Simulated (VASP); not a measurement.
## W: single point with PBE

Crystal: W.

```
W
1.0
     3.18345    0.00000    0.00000
     0.00000    3.18345    0.00000
     0.00000    0.00000    3.18345
W
2
Direct
  0.00000 0.00000 0.00000
  0.50000 0.50000 0.50000
```

- Program: VASP 6.6.1
- Task: single point
- Functional: PBE
- Potentials or basis: VASP PAW PBE potentials, release 64 (W_sv)
- Cutoff: 520 eV
- k mesh: 13 × 13 × 13
- Occupations: fermi-dirac, width 0.1 eV
- Spin: no spin polarisation

The pressure is 0.5 GPa and the band gap on the k mesh is zero (bands 14 and 15 overlap by 0.83 eV).

Levels at points of the mesh, in eV from the Fermi level:
```csv
k point,band 12,band 13,band 14,band 15,band 16,band 17
"(0.00, 0.00, 0.00)",-1.19,-1.19,-1.19,2.23,2.23,5.05
```

It took 49 s on 1 thread of AMD EPYC 7R13, on a shared host, peak memory 0.14 GiB.

Caveat: spin-orbit coupling is left out, which moves the levels of the heavy elements.
